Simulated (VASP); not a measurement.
Wanted: the native input for a VASP 6.6.1 run.

```yaml
Task: single point
Functional: PBE
Potentials_or_basis: VASP PAW PBE potentials, release 64 (Zn, Sn_d, N)
Cutoff: 520 eV
k_mesh: 12 × 12 × 6
Occupations: gaussian, width 0.1 eV
Spin: no spin polarisation
Dipole_correction: no
Further_INCAR_settings: ALGO = Normal; EDIFF = 1e-06; NBANDS = 40
```

The structure of ZnSnN lies in POSCAR:

```
ZnSnN
1.0
    4.5363016388      0.0000000000      0.0000000000
   -2.2681508194      3.9285524584      0.0000000000
    0.0000000000      0.0000000000      5.7368471785
Zn Sn N
2 2 2
Direct
    0.3333333333      0.6666666667      0.2500000000
    0.6666666667      0.3333333333      0.7500000000
    0.3333333333      0.6666666667      0.7500000000
    0.6666666667      0.3333333333      0.2500000000
    0.0000000000      0.0000000000      0.0000000000
    0.0000000000      0.0000000000      0.5000000000
```

These files were run (other wordings do the same):

INCAR

```
ALGO = Normal ; EDIFF = 1E-6
ENCUT = 520 ; GGA = PE
ISIF = 2 ; ISMEAR = 0
LASPH = True ; LCHARG = True
LELF = True ; LREAL = False
LVHAR = True ; LWAVE = False
NBANDS = 40 ; NELM = 80
PREC = Accurate ; SIGMA = 0.1
```

KPOINTS

```
k-points
0
Gamma
  12 12 6
```

Potentials or basis: VASP PAW PBE potentials, release 64 (Zn, Sn_d, N).

Launch:

```console
$ cat potpaw_PBE.64/Zn/POTCAR potpaw_PBE.64/Sn_d/POTCAR potpaw_PBE.64/N/POTCAR > POTCAR
$ mpirun -np 1 vasp_std > vasp.out
```

It gave:

```json
{"Pressure": "0.0 GPa", "Band gap on the k mesh": "zero (band 31 reaches 5.74 eV, above the bottom of band 32 at 4.49 eV)"}
```

Caveat: spin-orbit coupling is left out, which moves the levels of the heavy elements.

Run time: 6.8 min on 1 thread of Intel Xeon 8259CL (shared host), peak memory 0.42 GiB.
